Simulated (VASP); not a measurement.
# Nb (Im-3m) in VASP: a series of runs, part 2 of 2

VASP 6.6.1. The steps go on from the part before.

### 4 Relaxation of cell and atoms, PBEsol

INCAR reads:

```
ALGO = Normal ; EDIFF = 1E-7
EDIFFG = -0.05 ; ENCUT = 600
GGA = PS ; IBRION = 2
ISIF = 3 ; ISMEAR = 0
LASPH = T ; LCHARG = F
LREAL = F ; LWAVE = F
NELM = 100 ; NSW = 80
PREC = Accurate ; SIGMA = 0.1
```

KPOINTS reads:

```
k-points
0
Gamma
  8 8 8
```

POSCAR reads:

```
Nb
1.0
   -1.5906440677      1.5906440677      1.5906440677
    1.5906440677     -1.5906440677      1.5906440677
    1.5906440677      1.5906440677     -1.5906440677
Nb
1
Direct
    0.0000000000      0.0000000000      0.0000000000
```

Potentials or basis: VASP PAW PBE potentials, release 64 (Nb_sv).

On the command line:

```
$ cat potpaw_PBE.64/Nb_sv/POTCAR > POTCAR
$ mpirun -np 1 vasp_std > vasp.out
```

OUTCAR:

```text
EDIFF = 1E-7
   EDIFFG = -0.05
   ENCUT = 600
   GGA = PS
   IBRION = 2
   ISIF = 3
   ISMEAR = 0
   LASPH = T
   LREAL = F
   NELM = 100
   NSW = 80
   PREC = Accurate

 ion  position               nearest neighbor table
   1  0.000  0.000  0.000-

  LATTYP: Found a body centered cubic cell.
 ALAT       =     3.1812881354

  Lattice vectors:

 A1 = (  -1.5906440677,   1.5906440677,   1.5906440677)
 A2 = (   1.5906440677,  -1.5906440677,   1.5906440677)
 A3 = (   1.5906440677,   1.5906440677,  -1.5906440677)

Analysis of symmetry for initial positions (statically):
=====================================================================
 Subroutine PRICEL returns:
 Original cell was already a primitive cell.

 Routine SETGRP: Setting up the symmetry group for a
 body centered cubic supercell.

 Subroutine GETGRP returns: Found 48 space group operations
 (whereof 48 operations were pure point group operations)
 out of a pool of 48 trial point group operations.

The static configuration has the point symmetry O_h .

Analysis of symmetry for dynamics (positions and initial velocities):
=====================================================================
 Subroutine PRICEL returns:
 Original cell was already a primitive cell.

 Routine SETGRP: Setting up the symmetry group for a
 body centered cubic supercell.

 Subroutine GETGRP returns: Found 48 space group operations
 (whereof 48 operations were pure point group operations)
 out of a pool of 48 trial point group operations.

The dynamic configuration has the point symmetry O_h .

 Subroutine INISYM returns: Found 48 space group operations
 (whereof 48 operations are pure point group operations),
 and found     1 'primitive' translations

----------------------------------------------------------------------------------------

                                     Primitive cell

  volume of cell :      16.0983

  direct lattice vectors                    reciprocal lattice vectors
    -1.590644068  1.590644068  1.590644068     0.000000000  0.314338079  0.314338079
     1.590644068 -1.590644068  1.590644068     0.314338079  0.000000000  0.314338079
     1.590644068  1.590644068 -1.590644068     0.314338079  0.314338079  0.000000000

  length of vectors
     2.755076342  2.755076342  2.755076342     0.444541174  0.444541174  0.444541174

  position of ions in fractional coordinates (direct lattice)
     0.000000000  0.000000000  0.000000000

  ion indices of the primitive-cell ions
   primitive index   ion index
                 1           1

----------------------------------------------------------------------------------------

 KPOINTS: k-points

Automatic generation of k-mesh.
 Grid dimensions read from file:
 generate k-points for:    8    8    8

 Generating k-lattice:

  Cartesian coordinates                     Fractional coordinates (reciprocal lattice)
     0.000000000  0.039292260  0.039292260     0.125000000  0.000000000  0.000000000
     0.039292260  0.000000000  0.039292260     0.000000000  0.125000000  0.000000000
     0.039292260  0.039292260  0.000000000     0.000000000  0.000000000  0.125000000

  Length of vectors
     0.055567647  0.055567647  0.055567647

  Shift w.r.t. Gamma in fractional coordinates (k-lattice)
     0.000000000  0.000000000  0.000000000

 Subroutine IBZKPT returns following result:
 ===========================================

 Found     29 irreducible k-points:

 Following reciprocal coordinates:
            Coordinates               Weight
  0.000000  0.000000  0.000000      1.000000
  0.125000  0.000000  0.000000     12.000000
  0.250000  0.000000  0.000000     12.000000
  0.375000  0.000000  0.000000     12.000000
  0.500000  0.000000  0.000000      6.000000
  0.125000  0.125000  0.000000     24.000000
[... 16 lines left out ...]
 -0.250000  0.250000  0.250000      6.000000
 -0.375000  0.375000  0.250000     24.000000
 [... further k-points ...]
   k-points           NKPTS =     29   k-points in BZ     NKDIM =     29   number of bands    NBANDS=     10
   number of dos      NEDOS =    301   number of ions     NIONS =      1
   total plane-waves  NPLWV =  13824
   dimension x,y,z NGX =    24 NGY =   24 NGZ =   24
   dimension x,y,z NGXF=    48 NGYF=   48 NGZF=   48
   ions per type =               1
   NGX,Y,Z   is equivalent  to a cutoff of  14.48, 14.48, 14.48 a.u.
   NGXF,Y,Z  is equivalent  to a cutoff of  28.96, 28.96, 28.96 a.u.
 SYSTEM =  unknown system
   PREC   = accura    normal or accurate (medium, high low for compatibility)
   ISTART =      0    job   : 0-new  1-cont  2-samecut
   ICHARG =      2    charge: 1-file 2-atom 10-const
   ISPIN  =      1    spin polarized calculation?
   LNONCOLLINEAR =      F non collinear calculations
   LSORBIT =      F    spin-orbit coupling
   LASPH  =      T    aspherical Exc in radial PAW
   ENCUT  =  600.0 eV  44.10 Ry    6.64 a.u.   5.50  5.50  5.50*2*pi/ulx,y,z
   NELM   =    100;   NELMIN=  2; NELMDL= -5     # of ELM steps
   EDIFF  = 0.1E-06   stopping-criterion for ELM
   LREAL  =      F    real-space projection
   EDIFFG = -.5E-01   stopping-criterion for IOM
   NSW    =     80    number of steps for IOM
   IBRION =      2    ionic relax: 0-MD 1-quasi-New 2-CG
   NFREE  =      1    steps in history (QN), initial steepest desc. (CG)
   ISIF   =      3    stress and relaxation
   ISYM   =      2    0-nonsym 1-usesym 2-fastsym
   POTIM  = 0.5000    time-step for ionic-motion
   TEBEG  =    0.0;   TEEND  =   0.0 temperature during run
   PSTRESS=    0.0 pullay stress
   NELECT =      13.0000    total number of electrons
   NUPDOWN=      -1.0000    fix difference up-down
   EMIN   =  10.00;   EMAX   =-10.00  energy-range for DOS
   EFERMI =   0.00;   METHOD = LEGACY
   ISMEAR =     0;   SIGMA  =   0.10  broadening in eV -4-tet -1-fermi 0-gaus
   EFERMI_NEDOS =   21; number of points for ismear=-14 and -15
   IALGO  =     38    algorithm
   IMIX   =      4    mixing-type and parameters
     AMIX     =   0.40;   BMIX     =  1.00
     AMIX_MAG =   1.60;   BMIX_MAG =  1.00
  volume/ion in A,a.u.               =      16.10       108.64
  Fermi-wavevector in a.u.,A,eV,Ry     =   1.524508  2.880902 31.621621  2.324124
  Thomas-Fermi vector in A             =   2.632805
   LORBIT       =      0    0 simple, 1 ext, 2 COOP (PROOUT), +10 PAW based schemes
   GGA     = PS    functional components
   LHFCALC =     F    Hartree Fock is set to
   AEXX    =    0.0000 exact exchange contribution
   IVDW    =     0    specifies the selected vdW correction
   LEPSILON=     F    determine dielectric tensor
   LRPA    =     F    only Hartree local field effects (RPA)
 conjugate gradient relaxation of ions
 non-spin polarized calculation
 Gauss-broadening in eV      SIGMA  =   0.10
  energy-cutoff  :      600.00
  volume of cell :       16.10
 maximum number of plane-waves:       555
 NGX is ok and might be reduce to    24
   NGX = 11   NGY = 11   NGZ = 11

--------------------------------------- Ionic step        1  -------------------------------------------

 number of electron      12.9999999 magnetization

 Free energy of the ion-electron system (eV)
  ---------------------------------------------------
  ext. energy  EPLUGINS =         0.00000000
  ---------------------------------------------------
  free energy    TOTEN  =       -10.89707795 eV

  energy without entropy =      -10.88961001  energy(sigma->0) =      -10.89334398

------------------------ aborting loop because EDIFF is reached ----------------------------------------

  FORCE on cell =-STRESS in cart. coord.  units (eV):
  Direction    XX          YY          ZZ          XY          YZ          ZX
  --------------------------------------------------------------------------------------
  -------------------------------------------------------------------------------------
  Total        1.9516167      1.9516167      1.9516167      0.0000000      0.0000000     -0.0000000
  in kB      194.2343719    194.2343719    194.2343719      0.0000000      0.0000000     -0.0000000
  external PRESSURE =     194.2343719 kB  Pullay stress =       0.0000000 kB
[... 22 lines left out ...]
--------------------------------------- Ionic step        2  -------------------------------------------

 number of electron      12.9999999 magnetization

 E-fermi :   8.9392     XC(G=0): -11.8333

 val. band max:        8.9297362431   @ k =   0.2500   0.0000   0.0000
 cond. band min:       9.0769141299   @ k =  -0.2500   0.3750   0.1250
 fundamental gap:      0.1471778869
 Fermi energy:         8.9392287985

 k-point     1 :       0.0000    0.0000    0.0000
  band No.  band energies     occupation
      1     -45.5385      2.00000
      2     -21.1168      2.00000
      3     -21.1168      2.00000
      4     -21.1168      2.00000
      5       3.3706      2.00000
      6       9.3695      0.00000
      7       9.3695      0.00000
      8       9.3695      0.00000
      9      11.7836      0.00000
     10      11.7836      0.00000
[... 368 lines left out ...]
--------------------------------------- Ionic step        4  -------------------------------------------

 number of electron      13.0000001 magnetization

 Free energy of the ion-electron system (eV)
  ---------------------------------------------------
  ext. energy  EPLUGINS =         0.00000000
  ---------------------------------------------------
  free energy    TOTEN  =       -10.97948834 eV

  energy without entropy =      -10.97287937  energy(sigma->0) =      -10.97618386

 E-fermi :  11.2507     XC(G=0): -12.7649

 val. band max:       11.2165698807   @ k =   0.3750   0.2500   0.0000
 cond. band min:      11.2743834215   @ k =   0.2500   0.0000   0.0000
 fundamental gap:      0.0578135408
 Fermi energy:        11.2506588661

 k-point     1 :       0.0000    0.0000    0.0000
  band No.  band energies     occupation
      1     -42.8716      2.00000
      2     -18.1281      2.00000
      3     -18.1281      2.00000
      4     -18.1281      2.00000
      5       5.3778      2.00000
      6      11.7382      0.00000
      7      11.7382      0.00000
      8      11.7382      0.00000
      9      14.7363      0.00000
     10      14.7363      0.00000
[... 327 lines left out ...]
  FREE ENERGIE OF THE ION-ELECTRON SYSTEM (eV)
  ---------------------------------------------------
  free  energy   TOTEN  =       -10.9794883424 eV

  energy  without entropy=      -10.9728793745  energy(sigma->0) =      -10.97618386

 reached required accuracy - stopping structural energy minimisation
```

Wall time 23 s (1 thread of AMD EPYC 7R13 (Zen 3), shared host); peak memory 0.12 GiB.

Results:

```
Free energy                            : -10.9795 eV
Relaxed volume                         : 17.56 Å³/atom
Relaxed cell                           : a = 2.836 Å, b = 2.836 Å, c = 2.836 Å, α = 109.47°, β = 109.47°, γ = 109.47°
Space group after relaxing (to 0.05 Å) : Im-3m (No. 229)
Energy gained by relaxing              : 82.4 meV/atom
Ionic steps                            : 4
Pressure after relaxing                : -0.1 GPa
```

The path:
| step | energy change (eV) | largest force (eV/Å) | pressure (GPa) | volume (Å³) |
| --- | --- | --- | --- | --- |
| 1 | 0.0000 | 0.0000 | 19.42 | 16.10 |
| 2 | 0.2301 | 0.0000 | -24.46 | 21.09 |
| 3 | -0.0821 | 0.0000 | -1.04 | 17.65 |
| 4 | -0.0824 | 0.0000 | -0.09 | 17.56 |

Final structure:
```
Nb
1.0
    -1.63747    1.63747    1.63747
     1.63747   -1.63747    1.63747
     1.63747    1.63747   -1.63747
Nb
1
Direct
  0.00000 0.00000 0.00000
```

Caveat: the PAW data sets were made with another functional, which shifts forces and pressure a little.

### 5 Summary

| task | cell | cutoff (eV) | gap on the mesh (eV) | pressure (GPa) |
| --- | --- | --- | --- | --- |
| single point | a = 2.755 Å, angles 109.5°, 1 atom | 520 | none | 19.3 |
| single point | a = 2.837 Å, angles 109.5°, 1 atom | 520 | none | -0.3 |
| relaxation of cell and atoms | relaxed from a = 2.755 Å, angles 109.5°, 1 atom | 600 | none | -0.1 |

Alike in all rows: level PBEsol; potentials or basis VASP PAW PBE potentials, release 64 (Nb_sv); no spin polarisation; k mesh 8 × 8 × 8; smearing gaussian 0.1 eV.

Caveats: the PAW data sets were made with another functional, which shifts forces and pressure a little.

Absolute energies hang on the potentials; compare differences alone.
